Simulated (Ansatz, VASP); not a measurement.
# Two plane-wave programs on TeAs2

File INCAR:

```
SYSTEM = TeAs2
PREC = Accurate
ENCUT = 520
EDIFF = 1E-6
ISMEAR = 0
SIGMA = 0.1
LREAL = .FALSE.
LASPH = .TRUE.
NELM = 80
ALGO = Normal
ISIF = 2
LWAVE = .FALSE.
LCHARG = .FALSE.
GGA = PE
NBANDS = 25
```

The input KPOINTS:

```
Automatic mesh
0
G
  8 8 8
  0 0 0
```

POSCAR

```
TeAs2
1.0
   -3.5564540000      3.5564540000      2.9405160000
    3.5564540000     -3.5564540000      2.9405160000
    3.5564540000      3.5564540000     -2.9405160000
Te As
2 4
Direct
    0.7500000000      0.2500000000      0.5000000000
    0.0000000000      0.0000000000      0.0000000000
    0.3750000000      0.6250000000      0.2500000000
    0.3750000000      0.1250000000      0.7500000000
    0.3750000000      0.6250000000      0.7500000000
    0.8750000000      0.6250000000      0.2500000000
```

Input for Ansatz:

```yaml
crystal:
  lattice:
    - [-3.556454, 3.556454, 2.940516]
    - [3.556454, -3.556454, 2.940516]
    - [3.556454, 3.556454, -2.940516]
  atoms:
    - { symbol: Te, position: [0.75, 0.25, 0.5] }
    - { symbol: Te, position: [0.0, 0.0, 0.0] }
    - { symbol: As, position: [0.375, 0.625, 0.25] }
    - { symbol: As, position: [0.375, 0.125, 0.75] }
    - { symbol: As, position: [0.375, 0.625, 0.75] }
    - { symbol: As, position: [0.875, 0.625, 0.25] }
basis:
  ecutwfc: 420
kpoints:
  mp_grid: { grid: [8, 8, 8] }
hamiltonian:
  xc: pbe
scf:
  occupations: { method: gaussian, width: 0.1 }
output:
  forces: true
  stress: true
  eigenvalues: true
  write_density: true
  write_potential: true
  elf: true
  volumetric_format: npy
```

Alike in both runs: task single point; functional PBE; k mesh 8 × 8 × 8; occupations gaussian, width 0.1 eV; no spin polarisation.

|  | VASP | Ansatz |
| --- | --- | --- |
| version | VASP 6.6.1 | Ansatz 0.2.0 |
| potentials or method | VASP PAW PBE potentials, release 64 (Te, As), cutoff 520 eV | scalar-relativistic, plane waves, PAW |
| valence electrons in the cell | 32 | 92 |

Ansatz gave:

| Property | Result |
| --- | --- |
| gap on the k mesh at the Fermi level (eV) | none |
| pressure (GPa) | -0.7 |
| traceless stress, the component that is largest in VASP (GPa) | -0.66 |

Problem. Estimate VASP's values.

Solution. gap on the k mesh at the Fermi level (eV): none; pressure (GPa): -0.7; traceless stress, the component that is largest in VASP (GPa): -0.64.

A gap of «none» marks a metal or a gap that the smearing closes. VASP's potentials hold 32 valence electrons a cell and Ansatz's 92, so a difference there can come from the potentials and not from the codes.

Spin-orbit coupling is off throughout.
